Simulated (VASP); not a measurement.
# Mo: single point with PBEsol+D4

Crystal: Mo.

```xyz
1
Lattice="-1.5582 1.5582 1.5582 1.5582 -1.5582 1.5582 1.5582 1.5582 -1.5582" Properties=species:S:1:pos:R:3 pbc="T T T"
Mo    0.0000    0.0000    0.0000
```

```json
{
  "Program": "VASP 6.6.1",
  "Task": "single point",
  "Functional": "PBEsol",
  "Dispersion": "D4",
  "Potentials or basis": "VASP PAW PBE potentials, release 64 (Mo_sv)",
  "Cutoff": "520 eV",
  "k mesh": "12 × 12 × 12",
  "Occupations": "fermi-dirac, width 0.05 eV",
  "Spin": "no spin polarisation",
  "Dipole correction": "no",
  "Further INCAR settings": "ALGO = Normal; EDIFF = 1e-06; NBANDS = 13"
}
```

```json
{
 "Pressure": "0.6 GPa",
 "Band gap on the k mesh": "zero (band 7 reaches 17.19 eV, above the bottom of band 8 at 11.56 eV)",
 "Dispersion energy per atom": "-0.367 eV"
}
```

Levels at points of the mesh, in eV from the Fermi level:
```
           k point  band 4  band 5  band 6  band 7  band 8  band 9  band 10  band 11
(0.00, 0.00, 0.00)  -34.35   -7.33   -1.37   -1.37   -1.37    1.77     1.77    14.92
(0.50, 0.00, 0.00)  -34.36   -5.49   -3.51    1.79    1.82    2.48     5.07    12.06
(0.50, 0.50, 0.50)  -35.42   -5.66   -5.66    4.26    4.26    4.26     9.34     9.34
```

Run time: 12 s on 1 thread of Intel(R) Xeon(R) Platinum 8259CL CPU @ 2.50GHz (Skylake/Cascade Lake) (shared host), peak memory 0.13 GiB.

Caveat: the PAW data sets were made with another functional, which shifts forces and pressure a little; pairwise dispersion overbinds metals, which lowers pressure and volume.
